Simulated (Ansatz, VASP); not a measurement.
One calculation of C3N2, two programs

INCAR

```
ALGO     = Normal         # electronic algorithm
EDIFF    = 1E-7           # SCF threshold, eV
EDIFFG   = -0.04          # ionic threshold
ENCUT    = 600            # plane-wave cutoff, eV
GGA      = PE             # functional
IBRION   = 2              # ionic algorithm
ISIF     = 3              # what is computed and relaxed
ISMEAR   = 0              # smearing method
ISPIN    = 2              # spin polarisation
LASPH    = T              # aspherical terms in the spheres
LCHARG   = F              # write CHGCAR
LORBIT   = 11             # projections on sites
LREAL    = F              # projectors in reciprocal space
LWAVE    = F              # write WAVECAR
MAGMOM   = 1 1 1 1 1      # initial moments
NELM     = 150            # most SCF steps
NSW      = 90             # ionic steps
PREC     = Accurate       # precision mode
SIGMA    = 0.1            # smearing width, eV
```

KPOINTS

```
k-points
0
Gamma
  6 6 4
```

POSCAR

```
C3N2
1.0
    3.6630719200      0.0000000000      0.0000000000
   -1.8315359600      3.1723133400      0.0000000000
    0.0000000000      0.0000000000      5.8435534300
C N
3 2
Direct
    0.3333333300      0.6666666700      0.5802750000
    0.6666666700      0.3333333300      0.4197250000
    0.0000000000      0.0000000000      0.0000000000
    0.3333333300      0.6666666700      0.1648329900
    0.6666666700      0.3333333300      0.8351670100
```

Input for Ansatz:

```yaml
crystal:
  lattice:
    - [3.66307192, 0.0, 0.0]
    - [-1.83153596, 3.17231334, 0.0]
    - [0.0, 0.0, 5.84355343]
  atoms:
    - { symbol: C, position: [0.33333333, 0.66666667, 0.580275], spin: 1.0 }
    - { symbol: C, position: [0.66666667, 0.33333333, 0.419725], spin: 1.0 }
    - { symbol: C, position: [0.0, 0.0, 0.0], spin: 1.0 }
    - { symbol: "N", position: [0.33333333, 0.66666667, 0.16483299], spin: 1.0 }
    - { symbol: "N", position: [0.66666667, 0.33333333, 0.83516701], spin: 1.0 }
basis:
  ecutwfc: 420
kpoints:
  mp_grid: { grid: [6, 6, 4] }
hamiltonian:
  xc: pbe
scf:
  occupations: { method: gaussian, width: 0.1 }
  lower_state_search: "off"
output:
  forces: true
  stress: true
  eigenvalues: true
  populations: true
magnetization:
  spin_polarized: true
relax:
  adjacent_minimum: "off"
  f_tol: 0.04
  max_steps: 70
  cell: { stress_tol: 0.4 }
```

Change from the starting cell: species swapped into the Mg2Sb3 type (P-3m1, No. 164).

Alike in both runs: task relaxation of cell and atoms; functional PBE; k mesh 6 × 6 × 4; occupations gaussian, width 0.1 eV; collinear spin.

```csv
,VASP,Ansatz
version,VASP 6.6.1,Ansatz 0.2.0
potentials or method,"VASP PAW PBE potentials, release 64 (C, N), cutoff 600 eV","scalar-relativistic, plane waves, PAW"
valence electrons in the cell,22,22
```

Ansatz gave:

```
gap on the k mesh at the Fermi level, each at its own relaxed structure (eV) : 1.72
net moment per atom (μB)                                                     : 0.00
relaxed volume (Å³/atom)                                                     : 5.71
relaxed length of the cell vector where the two differ most in proportion (Å)              : 5.155
```

Estimate VASP's values.

gap on the k mesh at the Fermi level, each at its own relaxed structure (eV): 1.72; net moment per atom (μB): 0.00; relaxed volume (Å³/atom): 5.71; relaxed length of the cell vector where the two differ most in proportion (Å): 5.157.

Ansatz's warnings: seeded moment not kept.

Noted on VASP's run: the volume moved by over 15 % at a fixed basis, so the end points are rough.
